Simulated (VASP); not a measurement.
# CuF (P6_3mc) in VASP: further runs

The runs below take CuF through single point, with PBE.

All numbers are computed with VASP 6.6.1; they aren't measurements. Logs are shortened: lines on timing, memory, paths and dates and some standing lists are left out, and cuts for length are marked.

## Step 1: The cell of the first run

The structure is hexagonal, space group P6_3mc (No. 186). The conventional cell has a = 2.893 Å, b = 2.893 Å, c = 6.875 Å, α = 90.00°, β = 90.00°, γ = 120.00°. Within 2.6 Å of Cu (site symmetry 3m) lie 4 F at 1.94 to 2.24 Å. Within 2.6 Å of F (site symmetry 3m) lie 4 Cu at 1.94 to 2.24 Å.

## Step 2: Single point, PBE (12.46 Å³/atom)

The input, INCAR:

```
SYSTEM = CuF
PREC = Accurate ; ENCUT = 820
EDIFF = 1E-6 ; ISMEAR = -1
SIGMA = 0.02 ; LREAL = .FALSE.
LASPH = .TRUE. ; NELM = 120
ALGO = Normal ; ISIF = 2
LWAVE = .FALSE. ; LCHARG = .TRUE.
GGA = PE ; LELF = .TRUE.
LVHAR = .TRUE. ; NBANDS = 34
GGA_COMPAT = .FALSE.
```

The input, KPOINTS:

```
regular mesh
0
G
  9 9 4
  0 0 0
```

The input, POSCAR:

```
CuF
1.0
    2.8928583603      0.0000000000      0.0000000000
   -1.4464291801      2.5052888295      0.0000000000
    0.0000000000      0.0000000000      6.8751540157
Cu F
2 2
Direct
    0.3333333333      0.6666666667      0.0460751685
    0.6666666667      0.3333333333      0.5460751685
    0.3333333333      0.6666666667      0.3289248315
    0.6666666667      0.3333333333      0.8289248315
```

Potentials or basis: VASP PAW PBE potentials, release 64 (Cu_sv_GW, F).

Run with:

```bash
cat potpaw_PBE.64/Cu_sv_GW/POTCAR potpaw_PBE.64/F/POTCAR > POTCAR
mpirun -np 1 vasp_std > vasp.out
```

OUTCAR:

```text
SYSTEM = CuF
   PREC = Accurate
   ENCUT = 820
   EDIFF = 1E-6
   ISMEAR = -1
   LREAL = .FALSE.
   LASPH = .TRUE.
   NELM = 120
   ISIF = 2
   GGA = PE

 ion  position               nearest neighbor table
   1  0.333  0.667  0.046-   3 1.94   4 2.24   4 2.24   4 2.24
   2  0.667  0.333  0.546-   4 1.94   3 2.24   3 2.24   3 2.24
   3  0.333  0.667  0.329-   1 1.94   2 2.24   2 2.24   2 2.24
   4  0.667  0.333  0.829-   2 1.94   1 2.24   1 2.24   1 2.24

  LATTYP: Found a hexagonal cell.
 ALAT       =     2.8928583603
 C/A-ratio  =     2.3765954497

  Lattice vectors:

 A1 = (   2.8928583603,   0.0000000000,   0.0000000000)
 A2 = (  -1.4464291801,   2.5052888295,   0.0000000000)
 A3 = (   0.0000000000,   0.0000000000,   6.8751540157)

Analysis of symmetry for initial positions (statically):
=====================================================================
 Subroutine PRICEL returns:
 Original cell was already a primitive cell.

 Routine SETGRP: Setting up the symmetry group for a
 hexagonal supercell.

 Subroutine GETGRP returns: Found 12 space group operations
 (whereof  6 operations were pure point group operations)
 out of a pool of 24 trial point group operations.

The static configuration has the point symmetry C_3v.
 The point group associated with its full space group is C_6v.

Analysis of symmetry for dynamics (positions and initial velocities):
=====================================================================
 Subroutine PRICEL returns:
 Original cell was already a primitive cell.

 Routine SETGRP: Setting up the symmetry group for a
 hexagonal supercell.

 Subroutine GETGRP returns: Found 12 space group operations
 (whereof  6 operations were pure point group operations)
 out of a pool of 24 trial point group operations.

The dynamic configuration has the point symmetry C_3v.
 The point group associated with its full space group is C_6v.

 Subroutine INISYM returns: Found 12 space group operations
 (whereof  6 operations are pure point group operations),
 and found     1 'primitive' translations

----------------------------------------------------------------------------------------

                                     Primitive cell

  volume of cell :      49.8273

  direct lattice vectors                    reciprocal lattice vectors
     2.892858360  0.000000000  0.000000000     0.345678867  0.199577787  0.000000000
    -1.446429180  2.505288829  0.000000000     0.000000000  0.399155574  0.000000000
     0.000000000  0.000000000  6.875154016     0.000000000  0.000000000  0.145451287

  length of vectors
     2.892858360  2.892858360  6.875154016     0.399155574  0.399155574  0.145451287

  position of ions in fractional coordinates (direct lattice)
     0.333333333  0.666666667  0.046075169
     0.666666667  0.333333333  0.546075169
     0.333333333  0.666666667  0.328924831
     0.666666667  0.333333333  0.828924831

  ion indices of the primitive-cell ions
   primitive index   ion index
                 1           1
                 2           2
                 3           3
                 4           4

----------------------------------------------------------------------------------------

 KPOINTS: regular mesh

Automatic generation of k-mesh.
 Grid dimensions read from file:
 generate k-points for:    9    9    4

 Generating k-lattice:

  Cartesian coordinates                     Fractional coordinates (reciprocal lattice)
     0.038408763  0.022175310  0.000000000     0.111111111  0.000000000  0.000000000
     0.000000000  0.044350619  0.000000000     0.000000000  0.111111111  0.000000000
     0.000000000  0.000000000  0.036362822     0.000000000  0.000000000  0.250000000

  Length of vectors
     0.044350619  0.044350619  0.036362822

  Shift w.r.t. Gamma in fractional coordinates (k-lattice)
     0.000000000  0.000000000  0.000000000

 Subroutine IBZKPT returns following result:
 ===========================================

 Found     36 irreducible k-points:

 Following reciprocal coordinates:
            Coordinates               Weight
  0.000000  0.000000  0.000000      1.000000
  0.111111  0.000000  0.000000      6.000000
  0.222222  0.000000  0.000000      6.000000
  0.333333  0.000000  0.000000      6.000000
  0.444444  0.000000  0.000000      6.000000
  0.111111  0.111111  0.000000      6.000000
[... 16 lines left out ...]
  0.333333  0.222222  0.250000     24.000000
  0.333333  0.333333  0.250000      4.000000
 [... further k-points ...]
   k-points           NKPTS =     36   k-points in BZ     NKDIM =     36   number of bands    NBANDS=     34
   number of dos      NEDOS =    301   number of ions     NIONS =      4
   total plane-waves  NPLWV =  50176
   dimension x,y,z NGX =    28 NGY =   28 NGZ =   64
   dimension x,y,z NGXF=    56 NGYF=   56 NGZF=  128
   ions per type =               2   2
   NGX,Y,Z   is equivalent  to a cutoff of  16.09, 16.09, 15.48 a.u.
   NGXF,Y,Z  is equivalent  to a cutoff of  32.18, 32.18, 30.95 a.u.
 SYSTEM =  CuF
   PREC   = accura    normal or accurate (medium, high low for compatibility)
   ISTART =      0    job   : 0-new  1-cont  2-samecut
   ICHARG =      2    charge: 1-file 2-atom 10-const
   ISPIN  =      1    spin polarized calculation?
   LNONCOLLINEAR =      F non collinear calculations
   LSORBIT =      F    spin-orbit coupling
   LASPH  =      T    aspherical Exc in radial PAW
   ENCUT  =  820.0 eV  60.27 Ry    7.76 a.u.   6.75  6.75 16.05*2*pi/ulx,y,z
   NELM   =    120;   NELMIN=  2; NELMDL= -5     # of ELM steps
   EDIFF  = 0.1E-05   stopping-criterion for ELM
   LREAL  =      F    real-space projection
   EDIFFG = 0.1E-04   stopping-criterion for IOM
   NSW    =      0    number of steps for IOM
   IBRION =     -1    ionic relax: 0-MD 1-quasi-New 2-CG
   NFREE  =      0    steps in history (QN), initial steepest desc. (CG)
   ISIF   =      2    stress and relaxation
   ISYM   =      2    0-nonsym 1-usesym 2-fastsym
   POTIM  = 0.5000    time-step for ionic-motion
   TEBEG  =    0.0;   TEEND  =   0.0 temperature during run
   PSTRESS=    0.0 pullay stress
   NELECT =      52.0000    total number of electrons
   NUPDOWN=      -1.0000    fix difference up-down
   EMIN   =  10.00;   EMAX   =-10.00  energy-range for DOS
   EFERMI =   0.00;   METHOD = LEGACY
   ISMEAR =    -1;   SIGMA  =   0.02  broadening in eV -4-tet -1-fermi 0-gaus
   EFERMI_NEDOS =   21; number of points for ismear=-14 and -15
   IALGO  =     38    algorithm
   IMIX   =      4    mixing-type and parameters
     AMIX     =   0.40;   BMIX     =  1.00
     AMIX_MAG =   1.60;   BMIX_MAG =  1.00
  volume/ion in A,a.u.               =      12.46        84.06
  Fermi-wavevector in a.u.,A,eV,Ry     =   1.660556  3.137995 37.517325  2.757446
  Thomas-Fermi vector in A             =   2.747772
   LORBIT       =      0    0 simple, 1 ext, 2 COOP (PROOUT), +10 PAW based schemes
   GGA     = PE    functional components
   LHFCALC =     F    Hartree Fock is set to
   AEXX    =    0.0000 exact exchange contribution
   IVDW    =     0    specifies the selected vdW correction
   LEPSILON=     F    determine dielectric tensor
   LRPA    =     F    only Hartree local field effects (RPA)
 non-spin polarized calculation
  energy-cutoff  :      820.00
  volume of cell :       49.83
 maximum number of plane-waves:      2677
 NGX is ok and might be reduce to    28
   NGX = 13   NGY = 13   NGZ = 33

 number of electron      52.0000017 magnetization

 Free energy of the ion-electron system (eV)
  ---------------------------------------------------
  ext. energy  EPLUGINS =         0.00000000
  ---------------------------------------------------
  free energy    TOTEN  =       -14.80431589 eV

  energy without entropy =      -14.80399920  energy(sigma->0) =      -14.80415754

 E-fermi :   3.0541     XC(G=0): -10.9377

 val. band max:        2.9663952029   @ k =   0.3333   0.1111   0.0000
 cond. band min:       3.0690487770   @ k =   0.0000   0.0000   0.0000
 fundamental gap:      0.1026535741
 Fermi energy:         3.0540807221

 k-point     1 :       0.0000    0.0000    0.0000
  band No.  band energies     occupation
      1    -107.8886      2.00000
      2    -107.8882      2.00000
      3     -65.3402      2.00000
      4     -65.3389      2.00000
      5     -65.2799      2.00000
      6     -65.2799      2.00000
[... 26 lines left out ...]
     33      21.7845      0.00000
     34      22.1371      0.00000

 k-point     2 :       0.1111    0.0000    0.0000
  band No.  band energies     occupation
      1    -107.8884      2.00000
      2    -107.8883      2.00000
      3     -65.3400      2.00000
      4     -65.3389      2.00000
      5     -65.2819      2.00000
      6     -65.2819      2.00000
[... 26 lines left out ...]
     33      20.0160      0.00000
     34      20.7698      0.00000

 k-point     3 :       0.2222    0.0000    0.0000
  band No.  band energies     occupation
      1    -107.8880      2.00000
      2    -107.8879      2.00000
      3     -65.3394      2.00000
      4     -65.3385      2.00000
      5     -65.2873      2.00000
      6     -65.2872      2.00000
[... 26 lines left out ...]
     33      17.5095      0.00000
     34      19.3521      0.00000
[... 704 lines left out ...]
 k-point    23 :       0.3333    0.2222    0.2500
  band No.  band energies     occupation
      1    -107.8870      2.00000
      2    -107.8869      2.00000
      3     -65.3377      2.00000
      4     -65.3376      2.00000
      5     -65.2952      2.00000
      6     -65.2951      2.00000
[... 26 lines left out ...]
     33      15.5281      0.00000
     34      17.0331      0.00000

 k-point    24 :       0.3333    0.3333    0.2500
  band No.  band energies     occupation
      1    -107.8868      2.00000
      2    -107.8868      2.00000
      3     -65.3374      2.00000
      4     -65.3374      2.00000
      5     -65.2926      2.00000
      6     -65.2926      2.00000
[... 26 lines left out ...]
     33      16.6967      0.00000
     34      17.1365      0.00000

 [... further k-points ...]

------------------------ aborting loop because EDIFF is reached ----------------------------------------

  FORCE on cell =-STRESS in cart. coord.  units (eV):
  Direction    XX          YY          ZZ          XY          YZ          ZX
  --------------------------------------------------------------------------------------
  -------------------------------------------------------------------------------------
  Total       -0.6924316     -0.6924316     -1.4688311     -0.0000000      0.0000000      0.0000000
  in kB      -22.2648652    -22.2648652    -47.2296825     -0.0000000      0.0000000      0.0000000
  external PRESSURE =     -30.5864710 kB  Pullay stress =       0.0000000 kB

 VOLUME and BASIS-vectors are now :
 -----------------------------------------------------------------------------
  energy-cutoff  :      820.00
  volume of cell :       49.83
      direct lattice vectors                 reciprocal lattice vectors
     2.892858360  0.000000000  0.000000000     0.345678867  0.199577787  0.000000000
    -1.446429180  2.505288829  0.000000000     0.000000000  0.399155574  0.000000000
     0.000000000  0.000000000  6.875154016     0.000000000  0.000000000  0.145451287

 POSITION                                       TOTAL-FORCE (eV/Angst)
 -----------------------------------------------------------------------------------
     -0.00000      1.67019      0.31677         0.000000     -0.000000      0.025187
      1.44643      0.83510      3.75435        -0.000000     -0.000000      0.025187
     -0.00000      1.67019      2.26141        -0.000000     -0.000000     -0.025187
      1.44643      0.83510      5.69899        -0.000000      0.000000     -0.025187
 -----------------------------------------------------------------------------------
    total drift:                               -0.000001      0.000001      0.006645

  FREE ENERGIE OF THE ION-ELECTRON SYSTEM (eV)
  ---------------------------------------------------
  free  energy   TOTEN  =       -14.8043158877 eV

  energy  without entropy=      -14.8039991969  energy(sigma->0) =      -14.80415754
```

Wall time 1.8 min (1 thread of Intel Xeon Platinum 8488C (Sapphire Rapids), shared host); peak memory 0.28 GiB.

Results:

```yaml
Free_energy: -14.8043 eV
Pressure: -3.1 GPa
Largest_force: 0.025 eV/Å
Band_gap_on_the_k_mesh: 0.10 eV (least direct gap 0.38 eV)
```

Forces in eV/Å, atoms in the order of the input:
```
Cu   0.000  0.000  0.025
Cu   0.000  0.000  0.025
F    0.000  0.000 -0.025
F    0.000  0.000 -0.025
```

Caveat: the cell stands under tension; the structure was generated, so it needn't be the stable form of CuF; semilocal functionals underestimate gaps, and a narrow one can read as zero.

## Step 3: Single point, PBE (12.82 Å³/atom)

This run uses another cell than the first one, of 12.82 Å³/atom.

The input, INCAR:

```
SYSTEM = CuF
PREC     = Accurate       ! precision mode
ENCUT    = 820            ! plane-wave cutoff, eV
EDIFF    = 1E-6           ! SCF threshold, eV
ISMEAR   = -1             ! smearing method
SIGMA    = 0.02           ! smearing width, eV
LREAL    = .False.        ! projectors in reciprocal space
LASPH    = .True.         ! aspherical terms in the spheres
NELM     = 120            ! most SCF steps
ALGO     = Normal         ! electronic algorithm
ISIF     = 2              ! what is computed and relaxed
LWAVE    = .False.        ! write WAVECAR
LCHARG   = .False.        ! write CHGCAR
GGA      = PE             ! functional
NBANDS   = 34             ! bands
GGA_COMPAT= .False.
```

The input, KPOINTS:

```
Automatic mesh
0
Gamma
  9 9 4
  0 0 0
```

The input, POSCAR:

```
CuF
1.0
    2.9206760125      0.0000000000      0.0000000000
   -1.4603380063      2.5293796231      0.0000000000
    0.0000000000      0.0000000000      6.9412653214
Cu F
2 2
Direct
    0.3333333333      0.6666666667      0.0460751685
    0.6666666667      0.3333333333      0.5460751685
    0.3333333333      0.6666666667      0.3289248315
    0.6666666667      0.3333333333      0.8289248315
```

Potentials or basis: VASP PAW PBE potentials, release 64 (Cu_sv_GW, F).

Run with:

```bash
cat potpaw_PBE.64/Cu_sv_GW/POTCAR potpaw_PBE.64/F/POTCAR > POTCAR
mpirun -np 1 vasp_std > vasp.out
```

Run time: 96 s. Hardware: 1 thread of AMD EPYC 9R45 (Zen 5), shared host; peak memory 0.26 GiB.

It converged, with:

```
Free energy            : -14.7735 eV
Pressure               : -5.0 GPa
Largest force          : 0.057 eV/Å
Band gap on the k mesh : 0.09 eV (least direct gap 0.35 eV)
```

Forces on the atoms (eV/Å):
```
Cu   0.000  0.000  0.057
Cu   0.000  0.000  0.057
F    0.000  0.000 -0.057
F    0.000  0.000 -0.057
```

Stress tensor (GPa, compression positive):
```
-3.42  0.00  0.00
 0.00 -3.42  0.00
 0.00  0.00 -8.26
```

Levels at points of the mesh, in eV from the valence-band top:
| k point | band 22 | band 23 | band 24 | band 25 | band 26 | band 27 | band 28 | band 29 | band 30 | band 31 |
| --- | --- | --- | --- | --- | --- | --- | --- | --- | --- | --- |
| (0.00, 0.00, 0.00) | -0.98 | -0.71 | -0.71 | -0.26 | -0.26 | 0.09 | 2.96 | 5.57 | 11.16 | 13.42 |
| (0.00, 0.00, 0.50) | -1.04 | -0.47 | -0.47 | -0.47 | -0.47 | 1.07 | 1.07 | 8.12 | 8.12 | 17.32 |

Caveat: the cell stands under tension; the structure was generated, so it needn't be the stable form of CuF; semilocal functionals underestimate gaps, and a narrow one can read as zero.
